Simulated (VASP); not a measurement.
Here is a VASP 6.6.1 calculation.

INCAR

```
SYSTEM = Mg3Te
  ALGO = Normal
  EDIFF = 1E-6
  ENCUT = 520
  GGA = PS
  ISIF = 2
  ISMEAR = 0
  LASPH = .True.
  LCHARG = .True.
  LELF = .True.
  LREAL = .False.
  LVHAR = .True.
  LWAVE = .False.
  NBANDS = 14
  NELM = 80
  PREC = Accurate
  SIGMA = 0.15
```

The input KPOINTS:

```
k-points
0
Gamma
  7 7 7
  0 0 0
```

POSCAR

```
Mg3Te
1.0
   -2.1393600000      2.1393600000      5.2824880000
    2.1393600000     -2.1393600000      5.2824880000
    2.1393600000      2.1393600000     -5.2824880000
Mg Te
3 1
Direct
    0.5000000000      0.5000000000      0.0000000000
    0.7500000000      0.2500000000      0.5000000000
    0.2500000000      0.7500000000      0.5000000000
    0.0000000000      0.0000000000      0.0000000000
```

Potentials or basis: VASP PAW PBE potentials, release 64 (Mg, Te).

Run with:

```console
$ cat potpaw_PBE.64/Mg/POTCAR potpaw_PBE.64/Te/POTCAR > POTCAR
$ mpirun -np 1 vasp_std > vasp.out
```

What does it give for the band gap on the k mesh?

Zero (bands 6 and 7 overlap by 1.52 eV).

Estimate the pressure.

-1.1 GPa.

Stress tensor (GPa, compression positive):
```
-1.16  0.00  0.00
 0.00 -1.16  0.00
 0.00  0.00 -1.05
```

Caveat: the PAW data sets were made with another functional, which shifts forces and pressure a little; spin-orbit coupling is left out, which moves the levels of the heavy elements.
